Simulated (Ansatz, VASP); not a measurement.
Ta: VASP beside Ansatz

```
CELL_PARAMETERS angstrom
-1.64202 1.64202 1.64202
1.64202 -1.64202 1.64202
1.64202 1.64202 -1.64202
ATOMIC_POSITIONS crystal
Ta 0.00000 0.00000 0.00000
```

Alike in both runs: functional PBEsol; k mesh 16 × 16 × 16; occupations fermi-dirac, width 0.15 eV; no spin polarisation.

Ansatz relaxed the structure, and its values are those at the end. VASP's run is a single point on that final structure, the one shown.

```csv
,VASP,Ansatz
version,VASP 6.6.1,Ansatz 0.2.0
potentials or method,"VASP PAW PBE potentials, release 64 (Ta_pv), cutoff 520 eV","scalar-relativistic, plane waves, PAW"
valence electrons in the cell,11,13
```

Ansatz gave:

| Property | Result |
| --- | --- |
| gap on the k mesh at the Fermi level (eV) | none |
| pressure (GPa) | 0.0 |

Problem. Which values does VASP return?

Solution. gap on the k mesh at the Fermi level (eV): none; pressure (GPa): 0.2.

VASP's potentials were made for PBE, not for PBEsol, and Ansatz warns of the same on its side. A gap of «none» marks a metal or a gap that the smearing closes. With one functional, cell and mesh, what is left measures potentials, basis and numerics. VASP's potentials hold 11 valence electrons a cell and Ansatz's 13, so a difference there can come from the potentials and not from the codes.

Neither program's run includes spin-orbit coupling.
